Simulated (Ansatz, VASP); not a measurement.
## Two plane-wave programs on InO

The input INCAR:

```
PREC = Accurate ; ENCUT = 520
EDIFF = 1E-7 ; ISMEAR = 0
SIGMA = 0.05 ; LREAL = F
LASPH = T ; NELM = 100
ALGO = Normal ; ISIF = 2
LWAVE = F ; LCHARG = F
GGA = PE ; IVDW = 12
NBANDS = 27
```

Contents of KPOINTS:

```
Automatic mesh
0
Gamma
  12 12 2
```

POSCAR

```
InO
1.0
    3.2582940281      0.0000000000      0.0000000000
   -1.6291470140      2.8217654013      0.0000000000
    0.0000000000      0.0000000000     15.0594211205
In O
2 2
Direct
    0.6666666667      0.3333333333      0.5895266171
    0.6666666667      0.3333333333      0.4104733829
    0.0000000000      0.0000000000      0.6398766429
    0.0000000000      0.0000000000      0.3601233571
```

Input for Ansatz:

```yaml
crystal:
  lattice:
    - [3.2582940281, 0.0, 0.0]
    - [-1.629147014, 2.8217654013, 0.0]
    - [0.0, 0.0, 15.0594211205]
  atoms:
    - { symbol: In, position: [0.6666666667, 0.3333333333, 0.5895266171] }
    - { symbol: In, position: [0.6666666667, 0.3333333333, 0.4104733829] }
    - { symbol: O, position: [0.0, 0.0, 0.6398766429] }
    - { symbol: O, position: [0.0, 0.0, 0.3601233571] }
basis:
  ecutwfc: 420
kpoints:
  mp_grid: { grid: [12, 12, 2] }
hamiltonian:
  xc: pbe
  dispersion: d3bj
scf:
  occupations: { method: gaussian, width: 0.05 }
output:
  forces: true
  stress: true
  eigenvalues: true
```

Change from the starting cell: strain -0.050 along x and y, -0.050 along z, atoms carried along.

Alike in both runs: task single point; functional PBE; dispersion D3(BJ); k mesh 12 × 12 × 2; occupations gaussian, width 0.05 eV; no spin polarisation.

|  | VASP | Ansatz |
| --- | --- | --- |
| version | VASP 6.6.1 | Ansatz 0.2.0 |
| potentials or method | VASP PAW PBE potentials, release 64 (In_d, O), cutoff 520 eV | scalar-relativistic, plane waves, PAW |
| valence electrons in the cell | 38 | 38 |

```tsv
	VASP	Ansatz	Ansatz less VASP
gap on the k mesh at the Fermi level (eV)	0.61	0.61	+0.005
least direct gap on the mesh (eV)	1.71	1.72	+0.010
rms of the force components (eV/Å)	0.772	0.747	-0.0250
```

Atom by atom the forces differ by 0.026 eV/Å (rms over components).
